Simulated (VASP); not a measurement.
# C8N in VASP: a series of runs

Runs on C8N. Level: PBE+D3(BJ). Tasks: single point.

Program: VASP 6.6.1. These are calculated values, not measurements. Logs are shortened: lines on timing, memory, paths and dates and some standing lists are left out, and cuts for length are marked.

### 1 The cell of the first run

The cell holds a slab with vacuum, 18 atoms: a = 4.930 Å, b = 4.413 Å, c = 23.615 Å, α = 90.00°, β = 90.00°, γ = 90.11°.

### 2 Single point, PBE+D3(BJ)

INCAR

```
SYSTEM = C8N
ALGO = Normal
DIPOL = 0.5 0.5 0.311
EDIFF = 1E-6
ENCUT = 520
GGA = PE
IDIPOL = 3
ISIF = 2
ISMEAR = 0
IVDW = 12
LASPH = .TRUE.
LCHARG = .TRUE.
LDIPOL = .TRUE.
LELF = .TRUE.
LREAL = Auto
LVACPOTAV = .TRUE.
LVHAR = .TRUE.
LWAVE = .FALSE.
NBANDS = 52
NELM = 60
PREC = Accurate
SIGMA = 0.05
```

KPOINTS

```
k-points
0
G
  6 6 1
  0 0 0
```

POSCAR

```
C8N
1.0
    4.9298867130      0.0000000000      0.0000000000
   -0.0081547558      4.4132984516      0.0000000000
    0.0000000000      0.0000000000     23.6150337471
C N
16 2
Direct
    0.3745684085      0.7405378974      0.1693836241
    0.8745684085      0.7405378974      0.1693836241
    0.1243974091      0.6365956441      0.1924179608
    0.6243974091      0.6365956441      0.1924179608
    0.1240513173      0.4291046681      0.2385492690
    0.6240513173      0.4291046681      0.2385492690
    0.3738803179      0.3251624149      0.2615836057
    0.8738803179      0.3251624149      0.2615836057
    0.3735338584      0.1126520408      0.3077166148
    0.8735338584      0.1126520408      0.3077166148
    0.1233638388      0.0072945126      0.3296949545
    0.6233638388      0.0072945126      0.3296949545
    0.1229920122      0.7810454900      0.3756054437
    0.6229920122      0.7810454900      0.3756054437
    0.3728273188      0.6826774530      0.3944535437
    0.8728273188      0.6826774530      0.3944535437
    0.4978273188      0.6826774530      0.5087874900
    0.4978273188      0.6826774530      0.5553679867
```

Potentials or basis: VASP PAW PBE potentials, release 64 (C, N).

Command:

```
$ cat potpaw_PBE.64/C/POTCAR potpaw_PBE.64/N/POTCAR > POTCAR
$ mpirun -np 1 vasp_std > vasp.out
```

OUTCAR:

```text
SYSTEM = C8N
   EDIFF = 1E-6
   ENCUT = 520
   GGA = PE
   ISIF = 2
   ISMEAR = 0
   IVDW = 12
   LASPH = .TRUE.
   LREAL = Auto
   NELM = 60
   PREC = Accurate
 IVDW          = 12

 ion  position               nearest neighbor table
   1  0.375  0.741  0.169-   3 1.42   4 1.42
   2  0.875  0.741  0.169-   4 1.42   3 1.42
   3  0.124  0.637  0.192-   1 1.42   2 1.42   5 1.42
   4  0.624  0.637  0.192-   2 1.42   1 1.42   6 1.42
   5  0.124  0.429  0.239-   8 1.42   7 1.42   3 1.42
   6  0.624  0.429  0.239-   7 1.42   8 1.42   4 1.42
   7  0.374  0.325  0.262-   6 1.42   5 1.42   9 1.44
   8  0.874  0.325  0.262-   5 1.42   6 1.42  10 1.44
   9  0.374  0.113  0.308-  11 1.42  12 1.42   7 1.44
  10  0.874  0.113  0.308-  12 1.42  11 1.42   8 1.44
  11  0.123  0.007  0.330-   9 1.42  10 1.42  13 1.47
  12  0.623  0.007  0.330-  10 1.42   9 1.42  14 1.47
  13  0.123  0.781  0.376-  15 1.38  16 1.38  11 1.47
  14  0.623  0.781  0.376-  16 1.38  15 1.38  12 1.47
  15  0.373  0.683  0.394-  13 1.38  14 1.38
  16  0.873  0.683  0.394-  14 1.38  13 1.38
  17  0.498  0.683  0.509-  18 1.10
  18  0.498  0.683  0.555-  17 1.10

  Warning from LATTYP: Monoclinic adjustment (A1->A3, A2->A1, A3->A2)!
  LATTYP: Found a simple monoclinic cell.
 ALAT       =     4.4133059856
 B/A-ratio  =     5.3508716196
 C/A-ratio  =     1.1170507391
 COS(beta)  =    -0.0018477658

  Lattice vectors:

 A1 = (  -0.0081547558,   4.4132984516,   0.0000000000)
 A2 = (   0.0000000000,   0.0000000000,  23.6150337471)
 A3 = (   4.9298867130,   0.0000000000,   0.0000000000)

Analysis of symmetry for initial positions (statically):
=====================================================================
 Subroutine PRICEL returns:
 Original cell was already a primitive cell.

 Routine SETGRP: Setting up the symmetry group for a
 simple monoclinic supercell.

 Subroutine GETGRP returns: Found  1 space group operations
 (whereof  1 operations were pure point group operations)
 out of a pool of  4 trial point group operations.

The static configuration has the point symmetry C_1 .

Analysis of symmetry for dynamics (positions and initial velocities):
=====================================================================
 Subroutine PRICEL returns:
 Original cell was already a primitive cell.

 Routine SETGRP: Setting up the symmetry group for a
 simple monoclinic supercell.

 Subroutine GETGRP returns: Found  1 space group operations
 (whereof  1 operations were pure point group operations)
 out of a pool of  4 trial point group operations.

The dynamic configuration has the point symmetry C_1 .

 Subroutine INISYM returns: Found  1 space group operations
 (whereof  1 operations are pure point group operations),
 and found     1 'primitive' translations

----------------------------------------------------------------------------------------

                                     Primitive cell

  volume of cell :     513.7937

  direct lattice vectors                    reciprocal lattice vectors
     4.929886713  0.000000000  0.000000000     0.202844418  0.000374810  0.000000000
    -0.008154756  4.413298452  0.000000000     0.000000000  0.226587894  0.000000000
     0.000000000  0.000000000 23.615033747     0.000000000  0.000000000  0.042345906

  length of vectors
     4.929886713  4.413305986 23.615033747     0.202844764  0.226587894  0.042345906

  position of ions in fractional coordinates (direct lattice)
     0.374568408  0.740537897  0.169383624
     0.874568408  0.740537897  0.169383624
     0.124397409  0.636595644  0.192417961
     0.624397409  0.636595644  0.192417961
     0.124051317  0.429104668  0.238549269
     0.624051317  0.429104668  0.238549269
[... 10 lines left out ...]
     0.497827319  0.682677453  0.508787490
     0.497827319  0.682677453  0.555367987

  ion indices of the primitive-cell ions
   primitive index   ion index
                 1           1
                 2           2
                 3           3
                 4           4
                 5           5
                 6           6
[... 10 lines left out ...]
                17          17
                18          18

----------------------------------------------------------------------------------------

 KPOINTS: k-points

Automatic generation of k-mesh.
 Grid dimensions read from file:
 generate k-points for:    6    6    1

 Generating k-lattice:

  Cartesian coordinates                     Fractional coordinates (reciprocal lattice)
     0.033807403  0.000062468  0.000000000     0.166666667  0.000000000  0.000000000
     0.000000000  0.037764649  0.000000000     0.000000000  0.166666667  0.000000000
     0.000000000  0.000000000  0.042345906     0.000000000  0.000000000  1.000000000

  Length of vectors
     0.033807461  0.037764649  0.042345906

  Shift w.r.t. Gamma in fractional coordinates (k-lattice)
     0.000000000  0.000000000  0.000000000

 Subroutine IBZKPT returns following result:
[... 64 lines left out ...]
 non-spin polarized calculation
 Gauss-broadening in eV      SIGMA  =   0.05
  energy-cutoff  :      520.00
  volume of cell :      513.79
 maximum number of plane-waves:     13888
 NGX is ok and might be reduce to    40
   NGX = 19   NGY = 17   NGZ = 87

 dipolmoment           0.000000      0.000000      0.337780 electrons x Angstroem

 number of electron      74.0000000 magnetization

 dipolmoment           0.000000      0.000000     -0.092073 electrons x Angstroem

 Free energy of the ion-electron system (eV)
  ---------------------------------------------------
  ext. energy  EPLUGINS =         0.00000000
  ---------------------------------------------------
  free energy    TOTEN  =      -150.98562185 eV

  energy without entropy =     -150.96305216  energy(sigma->0) =     -150.97433701

 E-fermi :  -2.7833     XC(G=0):  -4.1530

 val. band max:       -2.8007146226   @ k =   0.0000   0.5000   0.0000
 cond. band min:      -2.7823116473   @ k =   0.5000  -0.0000   0.0000
 fundamental gap:      0.0184029753
 Fermi energy:        -2.7832889417

 k-point     1 :       0.0000    0.0000    0.0000
  band No.  band energies     occupation
      1     -25.8511      2.00000
      2     -21.8496      2.00000
      3     -20.7200      2.00000
      4     -19.0821      2.00000
      5     -17.5983      2.00000
      6     -17.5623      2.00000
[... 41 lines left out ...]
     48       2.6599      0.00000
     49       2.9835      0.00000

 k-point     2 :       0.1667    0.0000    0.0000
  band No.  band energies     occupation
      1     -25.8509      2.00000
      2     -21.7265      2.00000
      3     -20.5998      2.00000
      4     -18.9674      2.00000
      5     -18.8360      2.00000
      6     -17.7990      2.00000
[... 41 lines left out ...]
     48       2.7676      0.00000
     49       3.1483      0.00000

 k-point     3 :       0.3333   -0.0000    0.0000
  band No.  band energies     occupation
      1     -25.8505      2.00000
      2     -21.3584      2.00000
      3     -20.2405      2.00000
      4     -19.9033      2.00000
      5     -18.8238      2.00000
      6     -18.6236      2.00000
[... 41 lines left out ...]
     48       3.0337      0.00000
     49       3.4274      0.00000

 k-point     4 :       0.5000   -0.0000    0.0000
  band No.  band energies     occupation
      1     -25.8503      2.00000
      2     -20.7552      2.00000
      3     -20.7418      2.00000
      4     -19.6534      2.00000
      5     -19.6377      2.00000
      6     -18.0655      2.00000
[... 769 lines left out ...]
     48       3.3335      0.00000
     49       4.2813      0.00000

 k-point    19 :       0.3333    0.5000    0.0000
  band No.  band energies     occupation
      1     -25.8472      2.00000
      2     -21.1566      2.00000
      3     -20.2639      2.00000
      4     -19.7202      2.00000
      5     -18.8462      2.00000
      6     -18.7846      2.00000
[... 41 lines left out ...]
     48       3.6784      0.00000
     49       4.5538      0.00000

 k-point    20 :       0.5000    0.5000    0.0000
  band No.  band energies     occupation
      1     -25.8471      2.00000
      2     -20.5613      2.00000
      3     -20.5477      2.00000
      4     -19.6760      2.00000
      5     -19.6604      2.00000
      6     -18.2197      2.00000
[... 41 lines left out ...]
     48       4.1400      0.00000
     49       4.6569      0.00000
 [bands above 49 left out]

------------------------ aborting loop because EDIFF is reached ----------------------------------------

 Edisp (eV)   -1.97190

 E8    (eV) :    -0.5786

  FORCE on cell =-STRESS in cart. coord.  units (eV):
  Direction    XX          YY          ZZ          XY          YZ          ZX
  --------------------------------------------------------------------------------------
  -------------------------------------------------------------------------------------
  Total       2.49057    -0.20422     2.46474    -0.00359    -0.23324     0.20494
  in kB       7.76641    -0.63681     7.68588    -0.01118    -0.72731     0.63908
  external pressure =        4.94 kB  Pullay stress =        0.00 kB

 VOLUME and BASIS-vectors are now :
 -----------------------------------------------------------------------------
  energy-cutoff  :      520.00
  volume of cell :      513.79
      direct lattice vectors                 reciprocal lattice vectors
     4.929886713  0.000000000  0.000000000     0.202844418  0.000374810  0.000000000
    -0.008154756  4.413298452  0.000000000     0.000000000  0.226587894  0.000000000
     0.000000000  0.000000000 23.615033747     0.000000000  0.000000000  0.042345906

 POSITION                                       TOTAL-FORCE (eV/Angst)
 -----------------------------------------------------------------------------------
      1.84054      3.26821      4.00000        -0.027287     -1.173115      1.517779
      4.30548      3.26821      4.00000         0.028731     -1.156802      1.523534
      0.60807      2.80949      4.54396        -0.002050      1.837472     -2.278041
      3.07302      2.80949      4.54396         0.002851      1.882543     -2.324980
      0.60806      1.89377      5.63335         0.001922     -0.833353      0.988431
      3.07300      1.89377      5.63335         0.003212     -0.845103      0.980050
[... 10 lines left out ...]
      2.44867      3.01286     12.01503         0.148502     -0.005408     -2.091493
      2.44867      3.01286     13.11503        -0.054492     -0.016855      2.196467
 -----------------------------------------------------------------------------------
    total drift:                                0.003176     -0.003545      0.018909

  FREE ENERGIE OF THE ION-ELECTRON SYSTEM (eV)
  ---------------------------------------------------
  free  energy   TOTEN  =      -152.9575199718 eV

  energy  without entropy=     -152.9349502795  energy(sigma->0) =     -152.94623513

 vacuum level on the upper side and lower side of the slab         2.788         3.554
```

It took 48 min on 1 thread of Intel Xeon 8259CL, shared host; peak memory 0.73 GiB.

Results:

```
Free energy                : -152.9575 eV
Largest force              : 2.992 eV/Å
Band gap on the k mesh     : zero (bands 37 and 38 overlap by 0.06 eV)
Dispersion energy per atom : -0.110 eV
```

Forces in eV/Å, atoms in the order of the input:
```
C   -0.027 -1.173  1.518
C    0.029 -1.157  1.524
C   -0.002  1.837 -2.278
C    0.003  1.883 -2.325
C    0.002 -0.833  0.988
C    0.003 -0.845  0.980
C    0.004  0.169 -0.195
C    0.001  0.154 -0.208
C   -0.058 -0.012 -0.013
C    0.047 -0.042  0.000
C    0.045  0.053 -0.082
C   -0.046 -0.042 -0.027
C   -0.031  0.143 -0.118
C    0.026 -0.168  0.214
C   -0.224  0.092 -0.322
C    0.135 -0.036  0.238
N    0.149 -0.005 -2.091
N   -0.054 -0.017  2.196
```

Caveat: the standard files for N, O and F lose accuracy on very short bonds.

### 3 Single point, PBE+D3(BJ)

INCAR

```
ALGO = Normal ; DIPOL = 0.5 0.5 0.311
EDIFF = 1E-6 ; ENCUT = 520
GGA = PE ; IDIPOL = 3
ISIF = 2 ; ISMEAR = 0
IVDW = 12 ; LASPH = T
LCHARG = T ; LDIPOL = T
LELF = T ; LREAL = Auto
LVACPOTAV = T ; LVHAR = T
LWAVE = F ; NBANDS = 52
NELM = 80 ; PREC = Accurate
SIGMA = 0.05
```

KPOINTS

```
k-points
0
Gamma
  6 6 1
```

Edit POSCAR of step 2 so:

```diff
@@ -24,3 +24,3 @@
     0.8728273188      0.6826774530      0.3944535437
-    0.4978273188      0.6826774530      0.5087874900
-    0.4978273188      0.6826774530      0.5553679867
+    0.4978273188      0.9326774530      0.5087874900
+    0.4978273188      0.9326774530      0.5553679867
```

Potentials or basis: VASP PAW PBE potentials, release 64 (C, N).

Command:

```
$ cat potpaw_PBE.64/C/POTCAR potpaw_PBE.64/N/POTCAR > POTCAR
$ mpirun -np 1 vasp_std > vasp.out
```

Run time: 15 min. Hardware: 1 thread of AMD EPYC 9R45 (Zen 5), shared host; peak memory 0.68 GiB.

Results (log left out):

* Free energy: -152.9742 eV
* Largest force: 2.969 eV/Å
* Band gap on the k mesh: zero (bands 37 and 38 overlap by 0.03 eV)
* Dispersion energy per atom: -0.110 eV

Forces on the atoms (eV/Å):
```
C   -0.008 -1.168  1.514
C    0.010 -1.160  1.518
C    0.000  1.856 -2.292
C    0.001  1.871 -2.305
C    0.001 -0.836  0.990
C    0.004 -0.840  0.985
C    0.003  0.156 -0.201
C    0.002  0.152 -0.210
C   -0.025 -0.013 -0.005
C    0.016 -0.028 -0.005
C    0.009  0.043 -0.054
C   -0.007 -0.010 -0.022
C   -0.006  0.019 -0.007
C    0.020 -0.092  0.048
C   -0.057 -0.006 -0.091
C    0.026  0.015  0.066
N    0.020  0.067 -2.071
N   -0.010 -0.023  2.144
```

Levels at points of the mesh, in eV from the Fermi level:
```csv
k point,band 33,band 34,band 35,band 36,band 37,band 38,band 39,band 40,band 41,band 42
"(0.00, 0.00, 0.00)",-2.09,-1.70,-0.56,-0.31,-0.08,0.30,0.57,1.06,1.81,2.16
"(0.50, 0.00, 0.00)",-3.41,-1.83,-1.82,-0.17,-0.14,-0.02,0.00,2.62,2.64,3.44
"(0.00, 0.50, 0.00)",-2.25,-1.88,-0.55,-0.31,-0.03,0.35,0.44,1.00,2.55,3.01
"(0.50, 0.50, 0.00)",-2.51,-0.99,-0.97,-0.12,-0.11,0.02,0.02,2.25,2.25,3.45
```

Caveat: the standard files for N, O and F lose accuracy on very short bonds.

### 4 Single point, PBE+D3(BJ)

INCAR

```
SYSTEM = C8N
ALGO = Normal
DIPOL = 0.5 0.5 0.311
EDIFF = 1E-6
ENCUT = 520
GGA = PE
IDIPOL = 3
ISIF = 2
ISMEAR = 0
IVDW = 12
LASPH = .True.
LCHARG = .False.
LDIPOL = .True.
LREAL = Auto
LWAVE = .False.
NBANDS = 52
NELM = 80
PREC = Accurate
SIGMA = 0.05
```

KPOINTS

```
k-points
0
Gamma
  6 6 1
  0 0 0
```

Edit POSCAR of step 3 so:

```diff
@@ -24,3 +24,3 @@
     0.8728273188      0.6826774530      0.3944535437
-    0.4978273188      0.9326774530      0.5087874900
-    0.4978273188      0.9326774530      0.5553679867
+    0.4978273188      1.4326774530      0.5087874900
+    0.4978273188      1.4326774530      0.5553679867
```

Command:

```
$ cat potpaw_PBE.64/C/POTCAR potpaw_PBE.64/N/POTCAR > POTCAR
$ mpirun -np 1 vasp_std > vasp.out
```

Run time: 14 min. Hardware: 1 thread of AMD EPYC 9R45 (Zen 5), shared host; peak memory 0.69 GiB.

The run converged. Its results:

```yaml
Free_energy: -152.9953 eV
Largest_force: 2.982 eV/Å
Band_gap_on_the_k_mesh: zero (bands 37 and 38 overlap by 0.06 eV)
Dispersion_energy_per_atom: -0.109 eV
```

Forces on the atoms (eV/Å):
```
C   -0.023 -1.167  1.519
C    0.025 -1.160  1.517
C   -0.003  1.840 -2.277
C    0.003  1.876 -2.319
C    0.003 -0.836  0.985
C    0.002 -0.840  0.983
C    0.003  0.160 -0.206
C    0.001  0.154 -0.206
C   -0.046 -0.019 -0.004
C    0.034 -0.036  0.008
C    0.035  0.053 -0.069
C   -0.037  0.007 -0.022
C   -0.019  0.095 -0.083
C    0.002 -0.186  0.224
C   -0.176  0.161 -0.183
C    0.132 -0.075  0.173
N    0.096 -0.055 -2.212
N   -0.034  0.027  2.172
```

Levels at points of the mesh, in eV from the Fermi level:
| k point | band 34 | band 35 | band 36 | band 37 | band 38 | band 39 | band 40 | band 41 |
| --- | --- | --- | --- | --- | --- | --- | --- | --- |
| (0.00, 0.00, 0.00) | -1.73 | -0.61 | -0.31 | -0.08 | 0.31 | 0.50 | 1.05 | 1.77 |
| (0.50, 0.00, 0.00) | -1.86 | -1.85 | -0.21 | -0.15 | -0.03 | 0.00 | 2.59 | 2.61 |
| (0.00, 0.50, 0.00) | -1.91 | -0.59 | -0.31 | -0.02 | 0.38 | 0.39 | 0.98 | 2.51 |
| (0.50, 0.50, 0.00) | -1.02 | -1.01 | -0.15 | -0.10 | 0.01 | 0.03 | 2.21 | 2.23 |

Caveat: the standard files for N, O and F lose accuracy on very short bonds.

### 5 Single point, PBE+D3(BJ)

INCAR

```
PREC     = Accurate       # precision mode
ENCUT    = 520            # plane-wave cutoff, eV
EDIFF    = 1E-6           # SCF threshold, eV
ISMEAR   = 0              # smearing method
SIGMA    = 0.05           # smearing width, eV
LREAL    = Auto         
LASPH    = T              # aspherical terms in the spheres
NELM     = 80             # most SCF steps
ALGO     = Normal         # electronic algorithm
ISIF     = 2              # what is computed and relaxed
LWAVE    = F              # write WAVECAR
LCHARG   = F              # write CHGCAR
LDIPOL   = T            
IDIPOL   = 3            
DIPOL    = 0.5 0.5 0.311
GGA      = PE             # functional
IVDW     = 12             # dispersion correction
NBANDS   = 52             # bands
```

KPOINTS

```
regular mesh
0
Gamma
  6 6 1
```

Edit POSCAR of step 4 so:

```diff
@@ -24,3 +24,3 @@
     0.8728273188      0.6826774530      0.3944535437
-    0.4978273188      1.4326774530      0.5087874900
-    0.4978273188      1.4326774530      0.5553679867
+    0.7478273188      0.9326774530      0.5087874900
+    0.7478273188      0.9326774530      0.5553679867
```

Command:

```
$ cat potpaw_PBE.64/C/POTCAR potpaw_PBE.64/N/POTCAR > POTCAR
$ mpirun -np 1 vasp_std > vasp.out
```

Wall time 14 min (1 thread of AMD EPYC 9R45 (Zen 5), shared host); peak memory 0.69 GiB.

It converged, with:

```
Free energy                : -152.9742 eV
Largest force              : 2.969 eV/Å
Band gap on the k mesh     : zero (bands 37 and 38 overlap by 0.03 eV)
Dispersion energy per atom : -0.110 eV
```

Forces in eV/Å, atoms in the order of the input:
```
C   -0.008 -1.160  1.517
C    0.010 -1.168  1.514
C    0.000  1.856 -2.292
C   -0.001  1.871 -2.305
C    0.004 -0.836  0.990
C    0.001 -0.840  0.985
C    0.002  0.152 -0.210
C    0.002  0.156 -0.201
C   -0.027 -0.028 -0.005
C    0.015 -0.013 -0.005
C   -0.008  0.043 -0.054
C    0.008 -0.011 -0.022
C   -0.005  0.019 -0.007
C   -0.031 -0.093  0.048
C   -0.017  0.015  0.065
C    0.066 -0.006 -0.091
N   -0.021  0.066 -2.071
N    0.009 -0.023  2.144
```

Levels at points of the mesh, in eV from the Fermi level:
```tsv
k point	band 34	band 35	band 36	band 37	band 38	band 39	band 40	band 41
(0.00, 0.00, 0.00)	-1.70	-0.56	-0.31	-0.08	0.30	0.57	1.06	1.81
(0.50, 0.00, 0.00)	-1.83	-1.82	-0.17	-0.14	-0.02	0.00	2.62	2.64
(0.00, 0.50, 0.00)	-1.88	-0.55	-0.31	-0.03	0.35	0.44	1.00	2.55
(0.50, 0.50, 0.00)	-0.99	-0.97	-0.12	-0.11	0.02	0.02	2.25	2.25
```

Caveat: the standard files for N, O and F lose accuracy on very short bonds.

### 6 The runs side by side

```csv
cell,gap on the mesh (eV),largest force (eV/Å)
"as given, atomic positions A",none,2.99
"as given, atomic positions B",none,2.97
"as given, atomic positions C",none,2.98
"as given, atomic positions D",none,2.97
```

Alike in all rows: task single point; level PBE+D3(BJ); potentials or basis VASP PAW PBE potentials, release 64 (C, N); no spin polarisation; k mesh 6 × 6 × 1; cutoff (eV) 520; smearing gaussian 0.05 eV.

Caveats: the standard files for N, O and F lose accuracy on very short bonds.

Absolute energies hang on the potentials; compare differences alone.
